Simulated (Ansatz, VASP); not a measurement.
# ZrS2 in VASP and in Ansatz

INCAR

```
SYSTEM = ZrS2
PREC     = Accurate       ! precision mode
ENCUT    = 400            ! plane-wave cutoff, eV
EDIFF    = 1E-6           ! SCF threshold, eV
ISMEAR   = 0              ! smearing method
SIGMA    = 0.05           ! smearing width, eV
LREAL    = .FALSE.        ! projectors in reciprocal space
LASPH    = .TRUE.         ! aspherical terms in the spheres
NELM     = 120            ! most SCF steps
ALGO     = Normal         ! electronic algorithm
ISIF     = 2              ! what is computed and relaxed
LWAVE    = .FALSE.        ! write WAVECAR
LCHARG   = .FALSE.        ! write CHGCAR
LDIPOL   = .TRUE.       
IDIPOL   = 3            
DIPOL    = 0.5 0.5 0.388
GGA      = PE             ! functional
IVDW     = 12             ! dispersion correction
NBANDS   = 33             ! bands
GGA_COMPAT= .FALSE.      
NELMDL   = -8
```

KPOINTS

```
Automatic mesh
0
G
  9 9 1
  0 0 0
```

Contents of POSCAR:

```
ZrS2
1.0
    3.6488396579      0.0000000000      0.0000000000
   -1.8244198290      3.1599878381      0.0000000000
    0.0000000000      0.0000000000     23.3343042660
S Zr
4 2
Direct
    0.6666666667      0.3333333333      0.1928491181
    0.3333333333      0.6666666667      0.3178647218
    0.5000000000      1.3333333333      0.4588588548
    0.8333333333      1.0000000000      0.5838744584
    0.0000000000      0.0000000000      0.2553569199
    1.1666666667      1.6666666667      0.5213666566
```

Input for Ansatz:

```yaml
crystal:
  lattice:
    - [3.6488396579, 0.0, 0.0]
    - [-1.824419829, 3.1599878381, 0.0]
    - [0.0, 0.0, 23.334304266]
  atoms:
    - { symbol: S, position: [0.6666666667, 0.3333333333, 0.1928491181] }
    - { symbol: Zr, position: [0.0, 0.0, 0.2553569199] }
    - { symbol: S, position: [0.3333333333, 0.6666666667, 0.3178647218] }
    - { symbol: S, position: [0.5, 1.3333333333, 0.4588588548] }
    - { symbol: Zr, position: [1.1666666667, 1.6666666667, 0.5213666566] }
    - { symbol: S, position: [0.8333333333, 1.0, 0.5838744584] }
basis:
  ecutwfc: 420
kpoints:
  mp_grid: { grid: [9, 9, 1] }
hamiltonian:
  xc: pbe
  pseudopotentials: { kind: paw, azcp: { folder: soft_1 } }
  dispersion: d3bj
scf:
  occupations: { method: gaussian, width: 0.05 }
output:
  forces: true
  eigenvalues: true
efield:
  axis: 3
  dipole_correction: true
  ramp_width: 0.04
```

Alike in both runs: task single point; functional PBE; dispersion D3(BJ); k mesh 9 × 9 × 1; occupations gaussian, width 0.05 eV; no spin polarisation.

|  | VASP | Ansatz |
| --- | --- | --- |
| version | VASP 6.6.1 | Ansatz 0.2.0 |
| potentials or method | VASP PAW PBE potentials, release 64 (S, Zr_sv), cutoff 400 eV | scalar-relativistic, plane waves, PAW |
| valence electrons in the cell | 48 | 48 |

VASP gave:

- gap on the k mesh at the Fermi level (eV): 1.06
- least direct gap on the mesh (eV): 1.65
- rms of the force components (eV/Å): 0.022

Question: What did Ansatz give for the same quantities?

Answer: gap on the k mesh at the Fermi level (eV): 1.06; least direct gap on the mesh (eV): 1.65; rms of the force components (eV/Å): 0.021.
